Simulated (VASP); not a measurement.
Pt, 2 atoms in the cell. It takes space group Cmcm (No. 63, orthorhombic). Conventional cell: a = 2.761 Å, b = 4.782 Å, c = 4.792 Å, α = 90.00°, β = 90.00°, γ = 90.00°. Within 3.6 Å of Pt (site symmetry m2m) lie 12 Pt at 2.76 to 2.89 Å. 

```yaml
Program: VASP 6.6.1
Task: single point
Functional: PBEsol
Potentials_or_basis: VASP PAW PBE potentials, release 64 (Pt)
Cutoff: 520 eV
k_mesh: 11 × 11 × 6
Occupations: fermi-dirac, width 0.1 eV
Spin: no spin polarisation
Dipole_correction: no
Further_INCAR_settings: ALGO = Normal; EDIFF = 1e-07; NBANDS = 17
```

Potentials or basis: VASP PAW PBE potentials, release 64 (Pt).

The run is started by

```bash
$ cat potpaw_PBE.64/Pt/POTCAR > POTCAR
$ mpirun -np 1 vasp_std > vasp.out
```

Hardware: 1 thread of Intel(R) Xeon(R) Platinum 8259CL CPU @ 2.50GHz (Skylake/Cascade Lake), on a shared host.

Task: How long does it take, and how much memory?

Result: Run time: 70 s on 1 thread of Intel(R) Xeon(R) Platinum 8259CL CPU @ 2.50GHz (Skylake/Cascade Lake), with other jobs on the host, peak memory 0.2 GiB. Counts: scf iterations 13, k points 144.
